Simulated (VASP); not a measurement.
A run of VASP 6.6.1:

File INCAR:

```
SYSTEM = GaAs
ALGO     = Normal         ! electronic algorithm
EDIFF    = 1E-6           ! SCF threshold, eV
ENCUT    = 510            ! plane-wave cutoff, eV
GGA      = PE             ! functional
GGA_COMPAT= .FALSE.      
ISIF     = 2              ! what is computed and relaxed
ISMEAR   = -1             ! smearing method
LASPH    = .TRUE.         ! aspherical terms in the spheres
LCHARG   = .FALSE.        ! write CHGCAR
LNONCOLLINEAR= .TRUE.         ! non-collinear magnetism
LORBIT   = 11             ! projections on sites
LORBMOM  = .TRUE.       
LREAL    = .FALSE.        ! projectors in reciprocal space
LSORBIT  = .TRUE.         ! spin-orbit coupling
LWAVE    = .FALSE.        ! write WAVECAR
MAGMOM   = 0 0 0 0 0 0    ! initial moments
NBANDS   = 40             ! bands
NELM     = 200            ! most SCF steps
PREC     = Accurate       ! precision mode
SIGMA    = 0.02           ! smearing width, eV
```

The input KPOINTS:

```
k-points
0
G
  8 8 8
  0 0 0
```

Contents of POSCAR:

```
GaAs
1.0
    0.0000000000      2.8330850794      2.8330850794
    2.8330850794      0.0000000000      2.8330850794
    2.8330850794      2.8330850794      0.0000000000
Ga As
1 1
Direct
    0.0000000000      0.0000000000      0.0000000000
    0.2500000000      0.2500000000      0.2500000000
```

Potentials or basis: VASP PAW PBE potentials, release 64 (Ga_d, As_d).

Launch:

```sh
$ cat potpaw_PBE.64/Ga_d/POTCAR potpaw_PBE.64/As_d/POTCAR > POTCAR
$ mpirun -np 1 vasp_ncl > vasp.out
```

Hardware: 1 thread of Intel(R) Xeon(R) Platinum 8259CL CPU @ 2.50GHz (Skylake/Cascade Lake) (shared host).

**Question.** How long does it take, and how much memory?

**Answer.** It took 2.7 min on 1 thread of Intel(R) Xeon(R) Platinum 8259CL CPU @ 2.50GHz (Skylake/Cascade Lake) (shared host), peak memory 0.34 GiB. Counts: scf iterations 13, k points 43.
